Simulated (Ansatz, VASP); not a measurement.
# One calculation of InP, two programs

```
In P
1.0
     0.00000    2.85500    2.94065
     2.85500    0.00000    2.94065
     2.85500    2.85500    0.00000
In P
1 1
Direct
  0.00000 0.00000 0.00000
  0.50000 0.50000 0.50000
```

Change from the starting cell: zz strain of +3 %.

Alike in both runs: task single point; functional PBEsol; k mesh 11 × 11 × 11; occupations fermi-dirac, width 0.03 eV; no spin polarisation.

|  | VASP | Ansatz |
| --- | --- | --- |
| version | VASP 6.6.1 | Ansatz 0.2.0 |
| potentials or method | VASP PAW PBE potentials, release 64 (In_d, P), cutoff 520 eV | all-electron LAPW, scalar-relativistic |

Ansatz gave:

```
pressure (GPa)                                                : -9.2
traceless stress, the component that is largest in VASP (GPa) : -1.15
```

**Question.** Which values does VASP return?

**Answer.** Pressure (GPa): -9.2; traceless stress, the component that is largest in VASP (GPa): -1.16.

VASP's potentials were made for PBE, not for PBEsol. Ansatz ran all-electron here, and VASP with PAW potentials.
